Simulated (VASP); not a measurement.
# SiO2 (P4_2/mnm) in VASP: further runs

Runs on SiO2. Level: LDA. Tasks: single point.

All numbers are computed with VASP 6.6.1; they aren't measurements. Logs are shortened: lines on timing, memory, paths and dates and some standing lists are left out, and cuts for length are marked.

### Step 1. The cell of the first run

The structure is tetragonal, space group P4_2/mnm (No. 136). Conventional cell: a = 4.030 Å, b = 4.030 Å, c = 2.789 Å, α = 90.00°, β = 90.00°, γ = 90.00°. Within 2.3 Å of Si (site symmetry mmm) lie 6 O at 1.74 to 1.78 Å. O (site symmetry m2m) has 3 Si at 1.74 to 1.78 Å and 1 O at 2.22 Å within 2.3 Å.

### Step 2. Single point, LDA

File INCAR:

```
PREC = Accurate
ENCUT = 520
EDIFF = 1E-6
ISMEAR = 0
SIGMA = 0.05
LREAL = F
LASPH = T
NELM = 80
ALGO = Normal
ISIF = 2
LWAVE = F
LCHARG = F
GGA = CA
NBANDS = 25
```

File KPOINTS:

```
Automatic mesh
0
Gamma
  6 6 8
```

File POSCAR:

```
SiO2
1.0
    4.0305000000      0.0000000000      0.0000000000
    0.0000000000      4.0305000000      0.0000000000
    0.0000000000      0.0000000000      2.7891000000
Si O
2 4
Direct
    0.5000000000      0.5000000000      0.5000000000
    0.0000000000      0.0000000000      0.0000000000
    0.6944252994      0.6944252994      0.0000000000
    0.1944252994      0.8055747006      0.5000000000
    0.3055747006      0.3055747006      0.0000000000
    0.8055747006      0.1944252994      0.5000000000
```

Potentials or basis: VASP PAW LDA potentials, release 64 (Si, O).

Launch:

```sh
> cat potpaw_LDA.64/Si/POTCAR potpaw_LDA.64/O/POTCAR > POTCAR
> mpirun -np 1 vasp_std > vasp.out
```

OUTCAR:

```text
PREC = Accurate
   ENCUT = 520
   EDIFF = 1E-6
   ISMEAR = 0
   LREAL = F
   LASPH = T
   NELM = 80
   ISIF = 2
   GGA = CA

 ion  position               nearest neighbor table
   1  0.500  0.500  0.500-   4 1.74   6 1.74   5 1.78   3 1.78   3 1.78   5 1.78
   2  0.000  0.000  0.000-   3 1.74   5 1.74   4 1.78   6 1.78   4 1.78   6 1.78
   3  0.694  0.694  0.000-   2 1.74   1 1.78   1 1.78
   4  0.194  0.806  0.500-   1 1.74   2 1.78   2 1.78
   5  0.306  0.306  0.000-   2 1.74   1 1.78   1 1.78
   6  0.806  0.194  0.500-   1 1.74   2 1.78   2 1.78

  LATTYP: Found a simple tetragonal cell.
 ALAT       =     4.0305000000
 C/A-ratio  =     0.6919985114

  Lattice vectors:

 A1 = (   4.0305000000,   0.0000000000,   0.0000000000)
 A2 = (   0.0000000000,   4.0305000000,   0.0000000000)
 A3 = (   0.0000000000,   0.0000000000,   2.7891000000)

Analysis of symmetry for initial positions (statically):
=====================================================================
 Subroutine PRICEL returns:
 Original cell was already a primitive cell.

 Routine SETGRP: Setting up the symmetry group for a
 simple tetragonal supercell.

 Subroutine GETGRP returns: Found 16 space group operations
 (whereof  8 operations were pure point group operations)
 out of a pool of 16 trial point group operations.

The static configuration has the point symmetry D_2h.
 The point group associated with its full space group is D_4h.

Analysis of symmetry for dynamics (positions and initial velocities):
=====================================================================
 Subroutine PRICEL returns:
 Original cell was already a primitive cell.

 Routine SETGRP: Setting up the symmetry group for a
 simple tetragonal supercell.

 Subroutine GETGRP returns: Found 16 space group operations
 (whereof  8 operations were pure point group operations)
 out of a pool of 16 trial point group operations.

The dynamic configuration has the point symmetry D_2h.
 The point group associated with its full space group is D_4h.

 Subroutine INISYM returns: Found 16 space group operations
 (whereof  8 operations are pure point group operations),
 and found     1 'primitive' translations

----------------------------------------------------------------------------------------

                                     Primitive cell

  volume of cell :      45.3087

  direct lattice vectors                    reciprocal lattice vectors
     4.030500000  0.000000000  0.000000000     0.248108175  0.000000000  0.000000000
     0.000000000  4.030500000  0.000000000     0.000000000  0.248108175  0.000000000
     0.000000000  0.000000000  2.789100000     0.000000000  0.000000000  0.358538597

  length of vectors
     4.030500000  4.030500000  2.789100000     0.248108175  0.248108175  0.358538597

  position of ions in fractional coordinates (direct lattice)
     0.500000000  0.500000000  0.500000000
     0.000000000  0.000000000  0.000000000
     0.694425299  0.694425299  0.000000000
     0.194425299  0.805574701  0.500000000
     0.305574701  0.305574701  0.000000000
     0.805574701  0.194425299  0.500000000

  ion indices of the primitive-cell ions
   primitive index   ion index
                 1           1
                 2           2
                 3           3
                 4           4
                 5           5
                 6           6

----------------------------------------------------------------------------------------

 KPOINTS: Automatic mesh

Automatic generation of k-mesh.
 Grid dimensions read from file:
 generate k-points for:    6    6    8

 Generating k-lattice:

  Cartesian coordinates                     Fractional coordinates (reciprocal lattice)
     0.041351363  0.000000000  0.000000000     0.166666667  0.000000000  0.000000000
     0.000000000  0.041351363  0.000000000     0.000000000  0.166666667  0.000000000
     0.000000000  0.000000000  0.044817325     0.000000000  0.000000000  0.125000000

  Length of vectors
     0.041351363  0.041351363  0.044817325

  Shift w.r.t. Gamma in fractional coordinates (k-lattice)
     0.000000000  0.000000000  0.000000000

 Subroutine IBZKPT returns following result:
 ===========================================

 Found     50 irreducible k-points:

 Following reciprocal coordinates:
            Coordinates               Weight
  0.000000  0.000000  0.000000      1.000000
  0.166667  0.000000  0.000000      4.000000
  0.333333  0.000000  0.000000      4.000000
  0.500000  0.000000  0.000000      2.000000
  0.166667  0.166667  0.000000      4.000000
  0.333333  0.166667  0.000000      8.000000
[... 16 lines left out ...]
  0.333333  0.000000  0.250000      8.000000
  0.500000  0.000000  0.250000      4.000000
 [... further k-points ...]
   k-points           NKPTS =     50   k-points in BZ     NKDIM =     50   number of bands    NBANDS=     25
   number of dos      NEDOS =    301   number of ions     NIONS =      6
   total plane-waves  NPLWV =  21600
   dimension x,y,z NGX =    30 NGY =   30 NGZ =   24
   dimension x,y,z NGXF=    60 NGYF=   60 NGZF=   48
   ions per type =               2   4
   NGX,Y,Z   is equivalent  to a cutoff of  12.37, 12.37, 14.31 a.u.
   NGXF,Y,Z  is equivalent  to a cutoff of  24.75, 24.75, 28.61 a.u.
 SYSTEM =  unknown system
   PREC   = accura    normal or accurate (medium, high low for compatibility)
   ISTART =      0    job   : 0-new  1-cont  2-samecut
   ICHARG =      2    charge: 1-file 2-atom 10-const
   ISPIN  =      1    spin polarized calculation?
   LNONCOLLINEAR =      F non collinear calculations
   LSORBIT =      F    spin-orbit coupling
   LASPH  =      T    aspherical Exc in radial PAW
   ENCUT  =  520.0 eV  38.22 Ry    6.18 a.u.   7.49  7.49  5.19*2*pi/ulx,y,z
   NELM   =     80;   NELMIN=  2; NELMDL= -5     # of ELM steps
   EDIFF  = 0.1E-05   stopping-criterion for ELM
   LREAL  =      F    real-space projection
   EDIFFG = 0.1E-04   stopping-criterion for IOM
   NSW    =      0    number of steps for IOM
   IBRION =     -1    ionic relax: 0-MD 1-quasi-New 2-CG
   NFREE  =      0    steps in history (QN), initial steepest desc. (CG)
   ISIF   =      2    stress and relaxation
   ISYM   =      2    0-nonsym 1-usesym 2-fastsym
   POTIM  = 0.5000    time-step for ionic-motion
   TEBEG  =    0.0;   TEEND  =   0.0 temperature during run
   PSTRESS=    0.0 pullay stress
   NELECT =      32.0000    total number of electrons
   NUPDOWN=      -1.0000    fix difference up-down
   EMIN   =  10.00;   EMAX   =-10.00  energy-range for DOS
   EFERMI =   0.00;   METHOD = LEGACY
   ISMEAR =     0;   SIGMA  =   0.05  broadening in eV -4-tet -1-fermi 0-gaus
   EFERMI_NEDOS =   21; number of points for ismear=-14 and -15
   IALGO  =     38    algorithm
   IMIX   =      4    mixing-type and parameters
     AMIX     =   0.40;   BMIX     =  1.00
     AMIX_MAG =   1.60;   BMIX_MAG =  1.00
  volume/ion in A,a.u.               =       7.55        50.96
  Fermi-wavevector in a.u.,A,eV,Ry     =   1.457910  2.755051 28.919222  2.125503
  Thomas-Fermi vector in A             =   2.574657
   LORBIT       =      0    0 simple, 1 ext, 2 COOP (PROOUT), +10 PAW based schemes
   GGA     = CA    functional components
   LHFCALC =     F    Hartree Fock is set to
   AEXX    =    0.0000 exact exchange contribution
   IVDW    =     0    specifies the selected vdW correction
   LEPSILON=     F    determine dielectric tensor
   LRPA    =     F    only Hartree local field effects (RPA)
 non-spin polarized calculation
 Gauss-broadening in eV      SIGMA  =   0.05
  energy-cutoff  :      520.00
  volume of cell :       45.31
 maximum number of plane-waves:      1236
 NGX is ok and might be reduce to    30
   NGX = 15   NGY = 15   NGZ = 11

 number of electron      32.0000021 magnetization

 Free energy of the ion-electron system (eV)
  ---------------------------------------------------
  ext. energy  EPLUGINS =         0.00000000
  ---------------------------------------------------
  free energy    TOTEN  =       -51.71421553 eV

  energy without entropy =      -51.71421553  energy(sigma->0) =      -51.71421553

 E-fermi :   8.7506     XC(G=0): -12.8980

 val. band max:        8.5260692004   @ k =   0.0000   0.0000   0.0000
 cond. band min:      13.9888522235   @ k =   0.0000   0.0000   0.0000
 fundamental gap:      5.4627830231
 Fermi energy:         8.7506156983

 k-point     1 :       0.0000    0.0000    0.0000
  band No.  band energies     occupation
      1     -14.0646      2.00000
      2      -9.9996      2.00000
      3      -9.9996      2.00000
      4      -9.5965      2.00000
      5      -2.5305      2.00000
      6       1.9816      2.00000
[... 17 lines left out ...]
     24      23.8674      0.00000
     25      24.4814      0.00000

 k-point     2 :       0.1667    0.0000    0.0000
  band No.  band energies     occupation
      1     -13.9007      2.00000
      2     -10.6988      2.00000
      3      -9.9167      2.00000
      4      -9.2674      2.00000
      5      -2.2891      2.00000
      6       1.5021      2.00000
[... 17 lines left out ...]
     24      23.1409      0.00000
     25      24.1863      0.00000

 k-point     3 :       0.3333    0.0000    0.0000
  band No.  band energies     occupation
      1     -13.4209      2.00000
      2     -11.7082      2.00000
      3      -9.6926      2.00000
      4      -9.2022      2.00000
      5      -1.6633      2.00000
      6       0.3047      2.00000
[... 552 lines left out ...]
 k-point    23 :       0.3333    0.0000    0.2500
  band No.  band energies     occupation
      1     -12.7150      2.00000
      2     -11.2124      2.00000
      3      -9.5331      2.00000
      4      -9.3629      2.00000
      5      -1.2722      2.00000
      6       0.4541      2.00000
[... 17 lines left out ...]
     24      21.1488      0.00000
     25      22.2397      0.00000

 k-point    24 :       0.5000    0.0000    0.2500
  band No.  band energies     occupation
      1     -12.0361      2.00000
      2     -12.0361      2.00000
      3      -9.4132      2.00000
      4      -9.4132      2.00000
      5      -0.2622      2.00000
      6      -0.2622      2.00000
[... 17 lines left out ...]
     24      20.8658      0.00000
     25      22.1978      0.00000

 [... further k-points ...]

------------------------ aborting loop because EDIFF is reached ----------------------------------------

  FORCE on cell =-STRESS in cart. coord.  units (eV):
  Direction    XX          YY          ZZ          XY          YZ          ZX
  --------------------------------------------------------------------------------------
  -------------------------------------------------------------------------------------
  Total        4.2480990      4.2480990     -5.2965215     -0.0000000      0.0000000      0.0000000
  in kB      150.2184483    150.2184483   -187.2920685     -0.0000000      0.0000000      0.0000000
  external PRESSURE =      37.7149427 kB  Pullay stress =       0.0000000 kB

 VOLUME and BASIS-vectors are now :
 -----------------------------------------------------------------------------
  energy-cutoff  :      520.00
  volume of cell :       45.31
      direct lattice vectors                 reciprocal lattice vectors
     4.030500000  0.000000000  0.000000000     0.248108175  0.000000000  0.000000000
     0.000000000  4.030500000  0.000000000     0.000000000  0.248108175  0.000000000
     0.000000000  0.000000000  2.789100000     0.000000000  0.000000000  0.358538597

 POSITION                                       TOTAL-FORCE (eV/Angst)
 -----------------------------------------------------------------------------------
      2.01525      2.01525      1.39455        -0.000000      0.000000      0.000000
      0.00000      0.00000      0.00000        -0.000000      0.000000      0.000000
      2.79888      2.79888      0.00000         0.306921      0.306921      0.000000
      0.78363      3.24687      1.39455         0.306921     -0.306921      0.000000
      1.23162      1.23162      0.00000        -0.306921     -0.306921     -0.000000
      3.24687      0.78363      1.39455        -0.306921      0.306921      0.000000
 -----------------------------------------------------------------------------------
    total drift:                               -0.000000      0.000000      0.000000

  FREE ENERGIE OF THE ION-ELECTRON SYSTEM (eV)
  ---------------------------------------------------
  free  energy   TOTEN  =       -51.7142155321 eV

  energy  without entropy=      -51.7142155321  energy(sigma->0) =      -51.71421553
```

It took 76 s on 1 thread of AMD EPYC 7R13, shared host; peak memory 0.13 GiB.

Results:

```
Free energy            : -51.7142 eV
Pressure               : 3.8 GPa
Largest force          : 0.434 eV/Å
Band gap on the k mesh : 5.46 eV, direct
```

Forces in eV/Å, atoms in the order of the input:
```
Si   0.000  0.000  0.000
Si   0.000  0.000  0.000
O    0.307  0.307  0.000
O    0.307 -0.307  0.000
O   -0.307 -0.307  0.000
O   -0.307  0.307  0.000
```

(Part 1 of 2 ends here.)
